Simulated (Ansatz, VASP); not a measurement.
**HfS2: VASP beside Ansatz**

```
Hf S
1.0
     3.44038    0.00000    0.00000
    -1.72019    2.97946    0.00000
     0.00000    0.00000    5.57125
Hf S
1 2
Direct
  0.00000 0.00000 0.00000
  0.66667 0.33333 0.73082
  0.33333 0.66667 0.26918
```

Change from the starting cell: hydrostatic strain -5.2%.

Alike in both runs: task single point; functional HSE06; k mesh 6 × 6 × 4; no spin polarisation.

|  | VASP | Ansatz |
| --- | --- | --- |
| version | VASP 6.6.1 | Ansatz 0.2.0 |
| potentials or method | VASP PAW PBE potentials, release 64 (Hf_pv, S) | plane waves, PAW |
| plane-wave cutoff (eV) | 400 | 420 |
| occupations | gaussian, width 0.01 eV | fixed |
| valence electrons in the cell | 22 | 38 |

VASP gave:

```
gap on the k mesh at the Fermi level (eV)                     : 0.93
pressure (GPa)                                                : 10.6
traceless stress, the component that is largest in VASP (GPa) : -4.83
rms of the force components (eV/Å)                            : 0.082
```

Task: Which values does Ansatz return?

Result: gap on the k mesh at the Fermi level (eV): 0.93; pressure (GPa): 12.3; traceless stress, the component that is largest in VASP (GPa): -5.01; rms of the force components (eV/Å): 0.008.

Atom by atom the forces differ by 0.074 eV/Å (rms over components). VASP's potentials hold 22 valence electrons a cell and Ansatz's 38, so a difference there can come from the potentials and not from the codes. Ansatz's warnings: stress exchange threshold loose, stress scf threshold loose.

Neither program's run includes spin-orbit coupling.
